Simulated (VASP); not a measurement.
# TiH (Fm-3m) in VASP: a series of runs

Runs on TiH. Level: PBEsol. Tasks: single point, relaxation of cell and atoms.

Program: VASP 6.6.1. These are calculated values, not measurements. Logs are shortened: lines on timing, memory, paths and dates and some standing lists are left out, and cuts for length are marked.

## 1. The cell of the first run

The structure is cubic, space group Fm-3m (No. 225). The conventional cell has a = 4.065 Å, b = 4.065 Å, c = 4.065 Å, α = 90.00°, β = 90.00°, γ = 90.00°. Within 2.7 Å of Ti (site symmetry m-3m) lie 6 H at 2.03 Å. H (site symmetry m-3m) has 6 Ti at 2.03 Å within 2.7 Å.

## 2. Single point, PBEsol

INCAR

```
ALGO     = Normal         # electronic algorithm
EDIFF    = 1E-6           # SCF threshold, eV
ENCUT    = 520            # plane-wave cutoff, eV
GGA      = PS             # functional
ISIF     = 2              # what is computed and relaxed
ISMEAR   = -1             # smearing method
LASPH    = True           # aspherical terms in the spheres
LCHARG   = False          # write CHGCAR
LREAL    = False          # projectors in reciprocal space
LWAVE    = False          # write WAVECAR
NBANDS   = 14             # bands
NELM     = 60             # most SCF steps
PREC     = Accurate       # precision mode
SIGMA    = 0.1            # smearing width, eV
```

KPOINTS

```
k-points
0
Gamma
  7 7 7
```

POSCAR

```
TiH
1.0
    0.0000000000      2.0326898488      2.0326898488
    2.0326898488      0.0000000000      2.0326898488
    2.0326898488      2.0326898488      0.0000000000
Ti H
1 1
Direct
    0.0000000000      0.0000000000      0.0000000000
    0.5000000000      0.5000000000      0.5000000000
```

Potentials or basis: VASP PAW PBE potentials, release 64 (Ti_sv, H).

Launch:

```bash
$ cat potpaw_PBE.64/Ti_sv/POTCAR potpaw_PBE.64/H/POTCAR > POTCAR
$ mpirun -np 1 vasp_std > vasp.out
```

OUTCAR:

```text
EDIFF = 1E-6
   ENCUT = 520
   GGA = PS
   ISIF = 2
   ISMEAR = -1
   LASPH = True
   LREAL = False
   NELM = 60
   PREC = Accurate

 ion  position               nearest neighbor table
   1  0.000  0.000  0.000-
   2  0.500  0.500  0.500-

  LATTYP: Found a face centered cubic cell.
 ALAT       =     4.0653796976

  Lattice vectors:

 A1 = (   0.0000000000,   2.0326898488,   2.0326898488)
 A2 = (   2.0326898488,   0.0000000000,   2.0326898488)
 A3 = (   2.0326898488,   2.0326898488,   0.0000000000)

Analysis of symmetry for initial positions (statically):
=====================================================================
 Subroutine PRICEL returns:
 Original cell was already a primitive cell.

 Routine SETGRP: Setting up the symmetry group for a
 face centered cubic supercell.

 Subroutine GETGRP returns: Found 48 space group operations
 (whereof 48 operations were pure point group operations)
 out of a pool of 48 trial point group operations.

The static configuration has the point symmetry O_h .

Analysis of symmetry for dynamics (positions and initial velocities):
=====================================================================
 Subroutine PRICEL returns:
 Original cell was already a primitive cell.

 Routine SETGRP: Setting up the symmetry group for a
 face centered cubic supercell.

 Subroutine GETGRP returns: Found 48 space group operations
 (whereof 48 operations were pure point group operations)
 out of a pool of 48 trial point group operations.

The dynamic configuration has the point symmetry O_h .

 Subroutine INISYM returns: Found 48 space group operations
 (whereof 48 operations are pure point group operations),
 and found     1 'primitive' translations

----------------------------------------------------------------------------------------

                                     Primitive cell

  volume of cell :      16.7974

  direct lattice vectors                    reciprocal lattice vectors
     0.000000000  2.032689849  2.032689849    -0.245979484  0.245979484  0.245979484
     2.032689849  0.000000000  2.032689849     0.245979484 -0.245979484  0.245979484
     2.032689849  2.032689849  0.000000000     0.245979484  0.245979484 -0.245979484

  length of vectors
     2.874657552  2.874657552  2.874657552     0.426048964  0.426048964  0.426048964

  position of ions in fractional coordinates (direct lattice)
     0.000000000  0.000000000  0.000000000
     0.500000000  0.500000000  0.500000000

  ion indices of the primitive-cell ions
   primitive index   ion index
                 1           1
                 2           2

----------------------------------------------------------------------------------------

 KPOINTS: k-points

Automatic generation of k-mesh.
 Grid dimensions read from file:
 generate k-points for:    7    7    7

 Generating k-lattice:

  Cartesian coordinates                     Fractional coordinates (reciprocal lattice)
    -0.035139926  0.035139926  0.035139926     0.142857143  0.000000000  0.000000000
     0.035139926 -0.035139926  0.035139926     0.000000000  0.142857143  0.000000000
     0.035139926  0.035139926 -0.035139926     0.000000000  0.000000000  0.142857143

  Length of vectors
     0.060864138  0.060864138  0.060864138

  Shift w.r.t. Gamma in fractional coordinates (k-lattice)
     0.000000000  0.000000000  0.000000000

 Subroutine IBZKPT returns following result:
 ===========================================

 Found     20 irreducible k-points:

 Following reciprocal coordinates:
            Coordinates               Weight
  0.000000  0.000000  0.000000      1.000000
  0.142857  0.000000  0.000000      8.000000
  0.285714  0.000000  0.000000      8.000000
  0.428571  0.000000  0.000000      8.000000
  0.142857  0.142857  0.000000      6.000000
  0.285714  0.142857  0.000000     24.000000
[... 12 lines left out ...]
 -0.428571  0.428571  0.142857     24.000000
 -0.285714  0.428571  0.142857     24.000000
   k-points           NKPTS =     20   k-points in BZ     NKDIM =     20   number of bands    NBANDS=     14
   number of dos      NEDOS =    301   number of ions     NIONS =      2
   total plane-waves  NPLWV =  13824
   dimension x,y,z NGX =    24 NGY =   24 NGZ =   24
   dimension x,y,z NGXF=    48 NGYF=   48 NGZF=   48
   ions per type =               1   1
   NGX,Y,Z   is equivalent  to a cutoff of  13.88, 13.88, 13.88 a.u.
   NGXF,Y,Z  is equivalent  to a cutoff of  27.76, 27.76, 27.76 a.u.
 SYSTEM =  unknown system
   PREC   = accura    normal or accurate (medium, high low for compatibility)
   ISTART =      0    job   : 0-new  1-cont  2-samecut
   ICHARG =      2    charge: 1-file 2-atom 10-const
   ISPIN  =      1    spin polarized calculation?
   LNONCOLLINEAR =      F non collinear calculations
   LSORBIT =      F    spin-orbit coupling
   LASPH  =      T    aspherical Exc in radial PAW
   ENCUT  =  520.0 eV  38.22 Ry    6.18 a.u.   5.34  5.34  5.34*2*pi/ulx,y,z
   NELM   =     60;   NELMIN=  2; NELMDL= -5     # of ELM steps
   EDIFF  = 0.1E-05   stopping-criterion for ELM
   LREAL  =      F    real-space projection
   EDIFFG = 0.1E-04   stopping-criterion for IOM
   NSW    =      0    number of steps for IOM
   IBRION =     -1    ionic relax: 0-MD 1-quasi-New 2-CG
   NFREE  =      0    steps in history (QN), initial steepest desc. (CG)
   ISIF   =      2    stress and relaxation
   ISYM   =      2    0-nonsym 1-usesym 2-fastsym
   POTIM  = 0.5000    time-step for ionic-motion
   TEBEG  =    0.0;   TEEND  =   0.0 temperature during run
   PSTRESS=    0.0 pullay stress
   NELECT =      13.0000    total number of electrons
   NUPDOWN=      -1.0000    fix difference up-down
   EMIN   =  10.00;   EMAX   =-10.00  energy-range for DOS
   EFERMI =   0.00;   METHOD = LEGACY
   ISMEAR =    -1;   SIGMA  =   0.10  broadening in eV -4-tet -1-fermi 0-gaus
   EFERMI_NEDOS =   21; number of points for ismear=-14 and -15
   IALGO  =     38    algorithm
   IMIX   =      4    mixing-type and parameters
     AMIX     =   0.40;   BMIX     =  1.00
     AMIX_MAG =   1.60;   BMIX_MAG =  1.00
  volume/ion in A,a.u.               =       8.40        56.68
  Fermi-wavevector in a.u.,A,eV,Ry     =   1.503055  2.840362 30.737927  2.259174
  Thomas-Fermi vector in A             =   2.614215
   LORBIT       =      0    0 simple, 1 ext, 2 COOP (PROOUT), +10 PAW based schemes
   GGA     = PS    functional components
   LHFCALC =     F    Hartree Fock is set to
   AEXX    =    0.0000 exact exchange contribution
   IVDW    =     0    specifies the selected vdW correction
   LEPSILON=     F    determine dielectric tensor
   LRPA    =     F    only Hartree local field effects (RPA)
 non-spin polarized calculation
  energy-cutoff  :      520.00
  volume of cell :       16.80
 maximum number of plane-waves:       461
 NGX is ok and might be reduce to    24
   NGX = 11   NGY = 11   NGZ = 11

 number of electron      13.0000002 magnetization

 Free energy of the ion-electron system (eV)
  ---------------------------------------------------
  ext. energy  EPLUGINS =         0.00000000
  ---------------------------------------------------
  free energy    TOTEN  =       -12.41644188 eV

  energy without entropy =      -12.35023420  energy(sigma->0) =      -12.38333804

 E-fermi :   9.6323     XC(G=0): -12.4634

 val. band max:        9.5549005907   @ k =  -0.2857   0.1429   0.0000
 cond. band min:       9.6487912375   @ k =   0.1429   0.1429   0.0000
 fundamental gap:      0.0938906468
 Fermi energy:         9.6322934288

 k-point     1 :       0.0000    0.0000    0.0000
  band No.  band energies     occupation
      1     -46.7491      2.00000
      2     -22.6883      2.00000
      3     -22.6883      2.00000
      4     -22.6883      2.00000
      5      -0.2678      2.00000
      6      10.3096      0.00229
      7      10.3096      0.00229
      8      10.3096      0.00229
      9      11.9748      0.00000
     10      11.9748      0.00000
     11      21.0903      0.00000
     12      24.5899      0.00000
     13      26.5647      0.00000
     14      26.5647      0.00000

 k-point     2 :       0.1429    0.0000    0.0000
  band No.  band energies     occupation
      1     -46.7204      2.00000
      2     -22.8523      2.00000
      3     -22.7069      2.00000
      4     -22.7069      2.00000
      5       0.3407      2.00000
      6       9.8254      0.25328
      7      10.5007      0.00034
      8      10.5007      0.00034
      9      11.8135      0.00000
     10      11.8135      0.00000
     11      19.0890      0.00000
     12      24.9528      0.00000
     13      27.2654      0.00000
     14      27.2654      0.00000

 k-point     3 :       0.2857    0.0000    0.0000
  band No.  band energies     occupation
      1     -46.6555      2.00000
      2     -23.2095      2.00000
      3     -22.7485      2.00000
      4     -22.7485      2.00000
      5       1.9449      2.00000
      6       8.5379      1.99996
      7      10.3287      0.00189
      8      10.3287      0.00189
      9      12.2530      0.00000
     10      12.2530      0.00000
     11      17.1567      0.00000
     12      23.1759      0.00000
     13      28.5534      0.00000
     14      28.5534      0.00000

 k-point     4 :       0.4286    0.0000    0.0000
  band No.  band energies     occupation
      1     -46.6028      2.00000
      2     -23.4858      2.00000
      3     -22.7816      2.00000
      4     -22.7816      2.00000
      5       3.9408      2.00000
      6       6.7767      2.00000
      7       9.9187      0.10793
      8       9.9187      0.10792
      9      13.0990      0.00000
     10      13.0990      0.00000
     11      17.2203      0.00000
     12      20.0657      0.00000
     13      28.5093      0.00000
     14      28.5093      0.00000

 k-point     5 :       0.1429    0.1429    0.0000
  band No.  band energies     occupation
      1     -46.7110      2.00000
      2     -22.8473      2.00000
      3     -22.7416      2.00000
      4     -22.7416      2.00000
      5       0.5042      2.00000
      6       9.6488      0.91770
      7      10.7041      0.00004
      8      10.7041      0.00004
      9      11.1072      0.00000
     10      12.1821      0.00000
     11      19.2059      0.00000
[... 208 lines left out ...]
 k-point    18 :      -0.4286    0.2857    0.1429
  band No.  band energies     occupation
      1     -46.5706      2.00000
      2     -23.3512      2.00000
      3     -23.0327      2.00000
      4     -22.8654      2.00000
      5       3.5171      2.00000
      6       7.8151      2.00000
      7       9.1338      1.98641
      8      10.9808      0.00000
      9      12.8994      0.00000
     10      14.1715      0.00000
     11      17.3888      0.00000
     12      19.7567      0.00000
     13      22.6583      0.00000
     14      27.5783      0.00000

 k-point    19 :      -0.4286    0.4286    0.1429
  band No.  band energies     occupation
      1     -46.5540      2.00000
      2     -23.3416      2.00000
      3     -23.0427      2.00000
      4     -22.9564      2.00000
      5       2.8830      2.00000
      6       7.9993      2.00000
      7       9.6985      0.68077
      8      11.9752      0.00000
      9      13.3375      0.00000
     10      14.7263      0.00000
     11      17.1186      0.00000
     12      19.4762      0.00000
     13      20.1369      0.00000
     14      28.3756      0.00000

 k-point    20 :      -0.2857    0.4286    0.1429
  band No.  band energies     occupation
      1     -46.5494      2.00000
      2     -23.2368      2.00000
      3     -23.1976      2.00000
      4     -22.9429      2.00000
      5       3.2760      2.00000
      6       8.2842      2.00000
      7       9.1322      1.98662
      8      11.3331      0.00000
      9      13.3593      0.00000
     10      15.4989      0.00000
     11      17.2774      0.00000
     12      17.9302      0.00000
     13      20.7209      0.00000
     14      28.0482      0.00000

------------------------ aborting loop because EDIFF is reached ----------------------------------------

  FORCE on cell =-STRESS in cart. coord.  units (eV):
  Direction    XX          YY          ZZ          XY          YZ          ZX
  --------------------------------------------------------------------------------------
  -------------------------------------------------------------------------------------
  Total        1.0257579      1.0257579      1.0257579      0.0000000      0.0000000     -0.0000000
  in kB       97.8390184     97.8390184     97.8390184      0.0000000      0.0000000     -0.0000000
  external PRESSURE =      97.8390184 kB  Pullay stress =       0.0000000 kB

 VOLUME and BASIS-vectors are now :
 -----------------------------------------------------------------------------
  energy-cutoff  :      520.00
  volume of cell :       16.80
      direct lattice vectors                 reciprocal lattice vectors
     0.000000000  2.032689849  2.032689849    -0.245979484  0.245979484  0.245979484
     2.032689849  0.000000000  2.032689849     0.245979484 -0.245979484  0.245979484
     2.032689849  2.032689849  0.000000000     0.245979484  0.245979484 -0.245979484

 POSITION                                       TOTAL-FORCE (eV/Angst)
 -----------------------------------------------------------------------------------
      0.00000      0.00000      0.00000        -0.000000     -0.000000     -0.000000
      2.03269      2.03269      2.03269         0.000000      0.000000      0.000000
 -----------------------------------------------------------------------------------
    total drift:                                0.000000     -0.000000     -0.000000

  FREE ENERGIE OF THE ION-ELECTRON SYSTEM (eV)
  ---------------------------------------------------
  free  energy   TOTEN  =       -12.4164418818 eV

  energy  without entropy=      -12.3502341983  energy(sigma->0) =      -12.38333804
```

It used 4.5 s of CPU time on 1 thread of Intel Xeon 6975P-C, with other jobs on the host.

Results:

```yaml
Free_energy: -12.4164 eV
Pressure: 9.8 GPa
```

Caveat: the k points lie up to 0.38 Å⁻¹ apart; the PAW data sets were made with another functional, which shifts forces and pressure a little.

## 3. Single point, PBEsol

This run uses another cell than the first one, of 7.98 Å³/atom, 0.951 times its volume.

INCAR

```
  PREC = Accurate
  ENCUT = 520
  EDIFF = 1E-6
  ISMEAR = -1
  SIGMA = 0.1
  LREAL = False
  LASPH = True
  NELM = 80
  ALGO = Normal
  ISIF = 2
  LWAVE = False
  LCHARG = False
  GGA = PS
  NBANDS = 14
```

KPOINTS

```
regular mesh
0
Gamma
  7 7 7
```

POSCAR

```
TiH
1.0
    0.0000000000      1.9986637061      1.9986637061
    1.9986637061      0.0000000000      1.9986637061
    1.9986637061      1.9986637061      0.0000000000
Ti H
1 1
Direct
    0.0000000000      0.0000000000      0.0000000000
    0.5000000000      0.5000000000      0.5000000000
```

Potentials or basis: VASP PAW PBE potentials, release 64 (Ti_sv, H).

Launch:

```bash
$ cat potpaw_PBE.64/Ti_sv/POTCAR potpaw_PBE.64/H/POTCAR > POTCAR
$ mpirun -np 1 vasp_std > vasp.out
```

OUTCAR:

```text
PREC = Accurate
   ENCUT = 520
   EDIFF = 1E-6
   ISMEAR = -1
   LREAL = False
   LASPH = True
   NELM = 80
   ISIF = 2
   GGA = PS

 ion  position               nearest neighbor table
   1  0.000  0.000  0.000-
   2  0.500  0.500  0.500-

  LATTYP: Found a face centered cubic cell.
 ALAT       =     3.9973274122

  Lattice vectors:

[... 516 lines left out ...]
     12      19.0229      0.00000
     13      21.9092      0.00000
     14      29.3803      0.00000

------------------------ aborting loop because EDIFF is reached ----------------------------------------

  FORCE on cell =-STRESS in cart. coord.  units (eV):
  Direction    XX          YY          ZZ          XY          YZ          ZX
  --------------------------------------------------------------------------------------
  -------------------------------------------------------------------------------------
  Total        1.9613810      1.9613810      1.9613810      0.0000000      0.0000000     -0.0000000
  in kB      196.7992167    196.7992167    196.7992167      0.0000000      0.0000000     -0.0000000
  external PRESSURE =     196.7992167 kB  Pullay stress =       0.0000000 kB

 VOLUME and BASIS-vectors are now :
 -----------------------------------------------------------------------------
  energy-cutoff  :      520.00
  volume of cell :       15.97
      direct lattice vectors                 reciprocal lattice vectors
     0.000000000  1.998663706  1.998663706    -0.250167148  0.250167148  0.250167148
     1.998663706  0.000000000  1.998663706     0.250167148 -0.250167148  0.250167148
     1.998663706  1.998663706  0.000000000     0.250167148  0.250167148 -0.250167148

 POSITION                                       TOTAL-FORCE (eV/Angst)
 -----------------------------------------------------------------------------------
      0.00000      0.00000      0.00000         0.000000     -0.000000      0.000000
      1.99866      1.99866      1.99866        -0.000000      0.000000     -0.000000
 -----------------------------------------------------------------------------------
    total drift:                                0.000000     -0.000000     -0.000000

  FREE ENERGIE OF THE ION-ELECTRON SYSTEM (eV)
  ---------------------------------------------------
  free  energy   TOTEN  =       -12.3398618068 eV

  energy  without entropy=      -12.2765475186  energy(sigma->0) =      -12.30820466
```

OSZICAR:

```text
N       E                     dE             d eps       ncg     rms          rms(c)
DAV:   1     0.930745570933E+02    0.93075E+02   -0.63622E+03   566   0.108E+03
DAV:   2    -0.943417905568E+01   -0.10251E+03   -0.98384E+02   608   0.296E+02
DAV:   3    -0.136751749212E+02   -0.42410E+01   -0.42069E+01   624   0.616E+01
DAV:   4    -0.137917685799E+02   -0.11659E+00   -0.11641E+00   682   0.908E+00
DAV:   5    -0.137946861931E+02   -0.29176E-02   -0.29172E-02   614   0.130E+00    0.131E+01
DAV:   6    -0.123694730845E+02    0.14252E+01   -0.17318E+00   620   0.232E+01    0.346E+00
DAV:   7    -0.123327806123E+02    0.36692E-01   -0.16168E-01   694   0.393E+00    0.158E+00
DAV:   8    -0.123397050980E+02   -0.69245E-02   -0.48125E-02   596   0.275E+00    0.354E-01
DAV:   9    -0.123398525111E+02   -0.14741E-03   -0.56674E-03   674   0.892E-01    0.156E-01
DAV:  10    -0.123398746482E+02   -0.22137E-04   -0.24118E-04   602   0.220E-01    0.782E-02
DAV:  11    -0.123398619974E+02    0.12651E-04   -0.81661E-05   584   0.106E-01    0.154E-02
DAV:  12    -0.123398618068E+02    0.19060E-06   -0.49222E-06   626   0.217E-02
   1 F= -.12339862E+02 E0= -.12308205E+02  d E =-.633143E-01
```

stdout:

```text
POSCAR found type information on POSCAR TiH
 POSCAR found :  2 types and       2 ions
 scaLAPACK will be used
 -----------------------------------------------------------------------------
|                                                                             |
|                                                                             |
|     You enforced a specific xc type in the INCAR file but a different       |
|     I HOPE YOU KNOW WHAT YOU ARE DOING!                                     |
|                                                                             |
 -----------------------------------------------------------------------------

 LDA part: xc-table for (Slater+PW92), standard interpolation
 POSCAR, INCAR and KPOINTS ok, starting setup
 FFT: planning ... GRIDC
 FFT: planning ... GRID_SOFT
 FFT: planning ... GRID
 WAVECAR not read
 entering main loop
```

It took 7.9 s on 1 thread of Intel Xeon 6975P-C, shared host; peak memory 0.14 GiB.

What came out:

* Free energy: -12.3399 eV
* Pressure: 19.7 GPa

Levels at points of the mesh, in eV from the Fermi level:
| k point | band 2 | band 3 | band 4 | band 5 | band 6 | band 7 | band 8 | band 9 | band 10 | band 11 |
| --- | --- | --- | --- | --- | --- | --- | --- | --- | --- | --- |
| (0.00, 0.00, 0.00) | -32.18 | -32.18 | -32.18 | -10.14 | 0.68 | 0.68 | 0.68 | 2.47 | 2.47 | 11.97 |

Caveat: the k points lie up to 0.39 Å⁻¹ apart; the PAW data sets were made with another functional, which shifts forces and pressure a little.

[end of part 1 of 2]
